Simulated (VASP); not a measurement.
The system is ScTa2.

```
CELL_PARAMETERS angstrom
3.62717 0.00000 0.00000
-1.81359 3.14122 0.00000
0.00000 0.00000 4.07689
ATOMIC_POSITIONS crystal
Sc 0.00000 0.00000 0.00000
Ta 0.66667 0.33333 0.50000
Ta 0.33333 0.66667 0.50000
```

| Item | Value |
| --- | --- |
| Program | VASP 6.6.1 |
| Task | relaxation of cell and atoms |
| Functional | PBE |
| Potentials or basis | VASP PAW PBE potentials, release 64 (Sc_sv, Ta_pv) |
| Cutoff | 600 eV |
| k mesh | 6 × 6 × 4 |
| Occupations | gaussian, width 0.1 eV |
| Spin | no spin polarisation |

At the start: pressure 102.5 GPa; volume 15.48 Å³/atom.

Q: Where does the relaxation end?

A: Over 14 steps the energy falls by 3015.8 meV/atom and the volume is 19.88 Å³/atom (+28.4 %); space group P6/mmm (No. 191, to 0.05 Å).

The path:
| step | energy change (eV) | largest force (eV/Å) | pressure (GPa) | volume (Å³) |
| --- | --- | --- | --- | --- |
| 1 | 0.0000 | 0.0000 | 102.47 | 46.45 |
| 2 | 1.2615 | 0.0000 | -18.75 | 142.01 |
| 3 | -6.9498 | 0.0000 | -12.15 | 77.30 |
| 4 | -7.1157 | 0.0000 | -8.50 | 73.64 |
| 5 | -7.1599 | 0.0000 | -4.97 | 70.77 |
| 6 | -7.9928 | 0.0000 | -4.06 | 65.48 |
| 7 | -7.8972 | 0.0000 | 33.05 | 49.86 |
| 8 | -8.4519 | 0.0000 | 0.90 | 61.04 |
| 9 | -8.8080 | 0.0000 | 11.75 | 55.67 |
| 10 | -8.9502 | 0.0000 | 2.65 | 58.51 |
| 11 | -9.0100 | 0.0000 | 5.01 | 57.56 |
| 12 | -9.0466 | 0.0000 | 0.47 | 59.49 |
| 13 | -9.0466 | 0.0000 | 0.41 | 59.52 |
| 14 | -9.0473 | 0.0000 | 0.05 | 59.65 |

Final structure:
```yaml
crystal:
  lattice:
    - [4.82532, 0.00000, 0.00000]
    - [-2.41266, 4.17885, 0.00000]
    - [0.00000, 0.00000, 2.95817]
  atoms:
    - { symbol: Sc, position: [0.00000, 0.00000, 0.00000] }
    - { symbol: Ta, position: [0.66667, 0.33333, 0.50000] }
    - { symbol: Ta, position: [0.33333, 0.66667, 0.50000] }
```

Caveat: the k points lie up to 0.53 Å⁻¹ apart in the final cell; the volume moved by over 15 % at a fixed basis, so the end points are rough.
